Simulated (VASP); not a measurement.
# TaC (Fm-3m) in VASP: further runs

Runs on TaC. Level: PBE. Tasks: single point.

Program: VASP 6.6.1. These are calculated values, not measurements. Logs are shortened: lines on timing, memory, paths and dates and some standing lists are left out, and cuts for length are marked.

## Step 1: The cell of the first run

It takes space group Fm-3m (No. 225, cubic). Conventional cell: a = 4.355 Å, b = 4.355 Å, c = 4.355 Å, α = 90.00°, β = 90.00°, γ = 90.00°. Ta (site symmetry m-3m) has 6 C at 2.18 Å within 2.9 Å. Within 2.9 Å of C (site symmetry m-3m) lie 6 Ta at 2.18 Å.

## Step 2: Single point, PBE

The input, INCAR:

```
SYSTEM = TaC
PREC = Accurate
ENCUT = 600
EDIFF = 1E-6
ISMEAR = -1
SIGMA = 0.02
LREAL = .False.
LASPH = .True.
NELM = 120
ALGO = Normal
ISIF = 2
LWAVE = .False.
LCHARG = .False.
GGA = PE
NBANDS = 14
GGA_COMPAT = .False.
```

The input, KPOINTS:

```
regular mesh
0
Gamma
  16 16 16
  0 0 0
```

The input, POSCAR:

```
TaC
1.0
    0.0000000000      2.1776199197      2.1776199197
    2.1776199197      0.0000000000      2.1776199197
    2.1776199197      2.1776199197      0.0000000000
Ta C
1 1
Direct
    0.0000000000      0.0000000000      0.0000000000
    0.5000000000      0.5000000000      0.5000000000
```

Potentials or basis: VASP PAW PBE potentials, release 64 (Ta_pv, C).

Run with:

```sh
$ cat potpaw_PBE.64/Ta_pv/POTCAR potpaw_PBE.64/C/POTCAR > POTCAR
$ mpirun -np 1 vasp_std > vasp.out
```

OUTCAR:

```text
SYSTEM = TaC
   PREC = Accurate
   ENCUT = 600
   EDIFF = 1E-6
   ISMEAR = -1
   LREAL = .False.
   LASPH = .True.
   NELM = 120
   ISIF = 2
   GGA = PE

 ion  position               nearest neighbor table
   1  0.000  0.000  0.000-   2 2.18   2 2.18   2 2.18   2 2.18   2 2.18   2 2.18
   2  0.500  0.500  0.500-   1 2.18   1 2.18   1 2.18   1 2.18   1 2.18   1 2.18

  LATTYP: Found a face centered cubic cell.
 ALAT       =     4.3552398394

  Lattice vectors:

 A1 = (   0.0000000000,   2.1776199197,   2.1776199197)
 A2 = (   2.1776199197,   0.0000000000,   2.1776199197)
 A3 = (   2.1776199197,   2.1776199197,   0.0000000000)

Analysis of symmetry for initial positions (statically):
=====================================================================
 Subroutine PRICEL returns:
 Original cell was already a primitive cell.

 Routine SETGRP: Setting up the symmetry group for a
 face centered cubic supercell.

 Subroutine GETGRP returns: Found 48 space group operations
 (whereof 48 operations were pure point group operations)
 out of a pool of 48 trial point group operations.

The static configuration has the point symmetry O_h .

Analysis of symmetry for dynamics (positions and initial velocities):
=====================================================================
 Subroutine PRICEL returns:
 Original cell was already a primitive cell.

 Routine SETGRP: Setting up the symmetry group for a
 face centered cubic supercell.

 Subroutine GETGRP returns: Found 48 space group operations
 (whereof 48 operations were pure point group operations)
 out of a pool of 48 trial point group operations.

The dynamic configuration has the point symmetry O_h .

 Subroutine INISYM returns: Found 48 space group operations
 (whereof 48 operations are pure point group operations),
 and found     1 'primitive' translations

----------------------------------------------------------------------------------------

                                     Primitive cell

  volume of cell :      20.6527

  direct lattice vectors                    reciprocal lattice vectors
     0.000000000  2.177619920  2.177619920    -0.229608480  0.229608480  0.229608480
     2.177619920  0.000000000  2.177619920     0.229608480 -0.229608480  0.229608480
     2.177619920  2.177619920  0.000000000     0.229608480  0.229608480 -0.229608480

  length of vectors
     3.079619624  3.079619624  3.079619624     0.397693553  0.397693553  0.397693553

  position of ions in fractional coordinates (direct lattice)
     0.000000000  0.000000000  0.000000000
     0.500000000  0.500000000  0.500000000

  ion indices of the primitive-cell ions
   primitive index   ion index
                 1           1
                 2           2

----------------------------------------------------------------------------------------

 KPOINTS: regular mesh

Automatic generation of k-mesh.
 Grid dimensions read from file:
 generate k-points for:   16   16   16

 Generating k-lattice:

  Cartesian coordinates                     Fractional coordinates (reciprocal lattice)
    -0.014350530  0.014350530  0.014350530     0.062500000  0.000000000  0.000000000
     0.014350530 -0.014350530  0.014350530     0.000000000  0.062500000  0.000000000
     0.014350530  0.014350530 -0.014350530     0.000000000  0.000000000  0.062500000

  Length of vectors
     0.024855847  0.024855847  0.024855847

  Shift w.r.t. Gamma in fractional coordinates (k-lattice)
     0.000000000  0.000000000  0.000000000

 Subroutine IBZKPT returns following result:
 ===========================================

 Found    145 irreducible k-points:

 Following reciprocal coordinates:
            Coordinates               Weight
  0.000000  0.000000  0.000000      1.000000
  0.062500  0.000000  0.000000      8.000000
  0.125000  0.000000  0.000000      8.000000
  0.187500  0.000000  0.000000      8.000000
  0.250000  0.000000  0.000000      8.000000
  0.312500  0.000000  0.000000      8.000000
[... 16 lines left out ...]
 -0.125000  0.062500  0.000000     24.000000
 -0.062500  0.062500  0.000000     12.000000
 [... further k-points ...]
   k-points           NKPTS =    145   k-points in BZ     NKDIM =    145   number of bands    NBANDS=     14
   number of dos      NEDOS =    301   number of ions     NIONS =      2
   total plane-waves  NPLWV =  21952
   dimension x,y,z NGX =    28 NGY =   28 NGZ =   28
   dimension x,y,z NGXF=    56 NGYF=   56 NGZF=   56
   ions per type =               1   1
   NGX,Y,Z   is equivalent  to a cutoff of  15.12, 15.12, 15.12 a.u.
   NGXF,Y,Z  is equivalent  to a cutoff of  30.23, 30.23, 30.23 a.u.
 SYSTEM =  TaC
   PREC   = accura    normal or accurate (medium, high low for compatibility)
   ISTART =      0    job   : 0-new  1-cont  2-samecut
   ICHARG =      2    charge: 1-file 2-atom 10-const
   ISPIN  =      1    spin polarized calculation?
   LNONCOLLINEAR =      F non collinear calculations
   LSORBIT =      F    spin-orbit coupling
   LASPH  =      T    aspherical Exc in radial PAW
   ENCUT  =  600.0 eV  44.10 Ry    6.64 a.u.   6.15  6.15  6.15*2*pi/ulx,y,z
   NELM   =    120;   NELMIN=  2; NELMDL= -5     # of ELM steps
   EDIFF  = 0.1E-05   stopping-criterion for ELM
   LREAL  =      F    real-space projection
   EDIFFG = 0.1E-04   stopping-criterion for IOM
   NSW    =      0    number of steps for IOM
   IBRION =     -1    ionic relax: 0-MD 1-quasi-New 2-CG
   NFREE  =      0    steps in history (QN), initial steepest desc. (CG)
   ISIF   =      2    stress and relaxation
   ISYM   =      2    0-nonsym 1-usesym 2-fastsym
   POTIM  = 0.5000    time-step for ionic-motion
   TEBEG  =    0.0;   TEEND  =   0.0 temperature during run
   PSTRESS=    0.0 pullay stress
   NELECT =      15.0000    total number of electrons
   NUPDOWN=      -1.0000    fix difference up-down
   EMIN   =  10.00;   EMAX   =-10.00  energy-range for DOS
   EFERMI =   0.00;   METHOD = LEGACY
   ISMEAR =    -1;   SIGMA  =   0.02  broadening in eV -4-tet -1-fermi 0-gaus
   EFERMI_NEDOS =   21; number of points for ismear=-14 and -15
   IALGO  =     38    algorithm
   IMIX   =      4    mixing-type and parameters
     AMIX     =   0.40;   BMIX     =  1.00
     AMIX_MAG =   1.60;   BMIX_MAG =  1.00
  volume/ion in A,a.u.               =      10.33        69.69
  Fermi-wavevector in a.u.,A,eV,Ry     =   1.471566  2.780857 29.463517  2.165507
  Thomas-Fermi vector in A             =   2.586687
   LORBIT       =      0    0 simple, 1 ext, 2 COOP (PROOUT), +10 PAW based schemes
   GGA     = PE    functional components
   LHFCALC =     F    Hartree Fock is set to
   AEXX    =    0.0000 exact exchange contribution
   IVDW    =     0    specifies the selected vdW correction
   LEPSILON=     F    determine dielectric tensor
   LRPA    =     F    only Hartree local field effects (RPA)
 non-spin polarized calculation
  energy-cutoff  :      600.00
  volume of cell :       20.65
 maximum number of plane-waves:       701
 NGX is ok and might be reduce to    28
   NGX = 13   NGY = 13   NGZ = 13

 number of electron      15.0000001 magnetization

 Free energy of the ion-electron system (eV)
  ---------------------------------------------------
  ext. energy  EPLUGINS =         0.00000000
  ---------------------------------------------------
  free energy    TOTEN  =       -22.03789287 eV

  energy without entropy =      -22.03745560  energy(sigma->0) =      -22.03767423

 E-fermi :   9.0577     XC(G=0): -13.5652

 val. band max:        9.0418223571   @ k =   0.4375   0.1875   0.0625
 cond. band min:       9.0925248994   @ k =   0.1250   0.0625   0.0000
 fundamental gap:      0.0507025423
 Fermi energy:         9.0577332507

 k-point     1 :       0.0000    0.0000    0.0000
  band No.  band energies     occupation
      1     -25.7629      2.00000
      2     -25.7629      2.00000
      3     -25.7629      2.00000
      4      -6.1966      2.00000
      5       7.6348      2.00000
      6       7.6348      2.00000
      7       7.6348      2.00000
      8       8.5803      2.00000
      9       8.5803      2.00000
     10       8.5803      2.00000
     11       9.8334      0.00000
     12       9.8334      0.00000
     13      16.5077      0.00000
     14      19.2233      0.00000

 k-point     2 :       0.0625    0.0000    0.0000
  band No.  band energies     occupation
      1     -25.8008      2.00000
      2     -25.7665      2.00000
      3     -25.7665      2.00000
      4      -6.0737      2.00000
      5       7.0102      2.00000
      6       7.3773      2.00000
      7       7.3773      2.00000
      8       8.1832      2.00000
      9       8.1832      2.00000
     10       8.9707      1.97456
     11      10.7280      0.00000
     12      10.7280      0.00000
     13      16.7184      0.00000
     14      19.5323      0.00000

 k-point     3 :       0.1250    0.0000    0.0000
  band No.  band energies     occupation
      1     -25.9072      2.00000
      2     -25.7768      2.00000
      3     -25.7768      2.00000
      4      -5.7159      2.00000
      5       5.9384      2.00000
      6       6.4579      2.00000
      7       6.4579      2.00000
      8       8.3618      2.00000
      9       8.3618      2.00000
     10       9.4298      0.00000
     11      12.1769      0.00000
     12      12.1769      0.00000
     13      17.2697      0.00000
     14      20.3932      0.00000
[... 324 lines left out ...]
 k-point    23 :      -0.1250    0.0625    0.0000
  band No.  band energies     occupation
      1     -25.9688      2.00000
      2     -25.8119      2.00000
      3     -25.7722      2.00000
      4      -5.4518      2.00000
      5       5.3957      2.00000
      6       5.8379      2.00000
      7       6.0198      2.00000
      8       8.1540      2.00000
      9       9.1710      0.00692
     10       9.8514      0.00000
     11      11.9574      0.00000
     12      13.6003      0.00000
     13      17.6792      0.00000
     14      20.9994      0.00000

 k-point    24 :      -0.0625    0.0625    0.0000
  band No.  band energies     occupation
      1     -25.8529      2.00000
      2     -25.7878      2.00000
      3     -25.7655      2.00000
      4      -5.8737      2.00000
      5       6.4879      2.00000
      6       6.6581      2.00000
      7       6.8146      2.00000
      8       7.8176      2.00000
      9       8.8114      1.99999
     10       9.4182      0.00000
     11      10.8893      0.00000
     12      12.0797      0.00000
     13      17.0570      0.00000
     14      20.0242      0.00000

 [... further k-points ...]
[... 5 lines left out ...]
  --------------------------------------------------------------------------------------
  -------------------------------------------------------------------------------------
  Total        4.1671539      4.1671539      4.1671539     -0.0000000      0.0000000     -0.0000000
  in kB      323.2763159    323.2763159    323.2763159     -0.0000000      0.0000000     -0.0000000
  external PRESSURE =     323.2763159 kB  Pullay stress =       0.0000000 kB

 VOLUME and BASIS-vectors are now :
 -----------------------------------------------------------------------------
  energy-cutoff  :      600.00
  volume of cell :       20.65
      direct lattice vectors                 reciprocal lattice vectors
     0.000000000  2.177619920  2.177619920    -0.229608480  0.229608480  0.229608480
     2.177619920  0.000000000  2.177619920     0.229608480 -0.229608480  0.229608480
     2.177619920  2.177619920  0.000000000     0.229608480  0.229608480 -0.229608480

 POSITION                                       TOTAL-FORCE (eV/Angst)
 -----------------------------------------------------------------------------------
      0.00000      0.00000      0.00000        -0.000000      0.000000     -0.000000
      2.17762      2.17762      2.17762         0.000000     -0.000000      0.000000
 -----------------------------------------------------------------------------------
    total drift:                                0.000000      0.000000      0.000000

  FREE ENERGIE OF THE ION-ELECTRON SYSTEM (eV)
  ---------------------------------------------------
  free  energy   TOTEN  =       -22.0378928684 eV

  energy  without entropy=      -22.0374556002  energy(sigma->0) =      -22.03767423
```

Wall time 48 s (1 thread of Intel Xeon Platinum 8259CL at 2.50GHz (Skylake/Cascade Lake), shared host); peak memory 0.2 GiB.

Results:

```yaml
Free_energy: -22.0379 eV
Pressure: 32.3 GPa
```

Caveat: spin-orbit coupling is left out, which moves the levels of the heavy elements.

## Step 3: Single point, PBE

This run uses another cell than the first one, of 10.66 Å³/atom, 1.032 times its volume.

The input, INCAR:

```
SYSTEM = TaC
ALGO = Normal
EDIFF = 1E-6
ENCUT = 600
GGA = PE
GGA_COMPAT = .False.
ISIF = 2
ISMEAR = -1
LASPH = .True.
LCHARG = .False.
LREAL = .False.
LWAVE = .False.
NBANDS = 14
NELM = 120
PREC = Accurate
SIGMA = 0.02
```

The input, KPOINTS:

```
k-points
0
Gamma
  16 16 16
  0 0 0
```

The input, POSCAR:

```
TaC
1.0
    0.0000000000      2.2005439192      2.2005439192
    2.2005439192      0.0000000000      2.2005439192
    2.2005439192      2.2005439192      0.0000000000
Ta C
1 1
Direct
    0.0000000000      0.0000000000      0.0000000000
    0.5000000000      0.5000000000      0.5000000000
```

Potentials or basis: VASP PAW PBE potentials, release 64 (Ta_pv, C).

Run with:

```sh
$ cat potpaw_PBE.64/Ta_pv/POTCAR potpaw_PBE.64/C/POTCAR > POTCAR
$ mpirun -np 1 vasp_std > vasp.out
```

Run time: 47 s. Hardware: 1 thread of Intel Xeon Platinum 8259CL at 2.50GHz (Skylake/Cascade Lake), shared host; peak memory 0.2 GiB.

Results (log left out):

```
Free energy : -22.1432 eV
Pressure    : 18.9 GPa
```

Levels at points of the mesh, in eV from the Fermi level:
| k point | band 6 | band 7 | band 8 | band 9 | band 10 | band 11 |
| --- | --- | --- | --- | --- | --- | --- |
| (0.00, 0.00, 0.00) | -1.37 | -1.37 | -0.46 | -0.46 | -0.46 | 0.73 |
| (0.50, 0.00, 0.00) | -5.65 | -5.65 | 2.92 | 2.92 | 3.95 | 5.56 |
| (0.50, 0.50, 0.00) | -4.60 | -1.74 | -1.74 | 2.80 | 4.37 | 4.37 |

Caveat: spin-orbit coupling is left out, which moves the levels of the heavy elements.

(Part 1 of 2 ends here.)
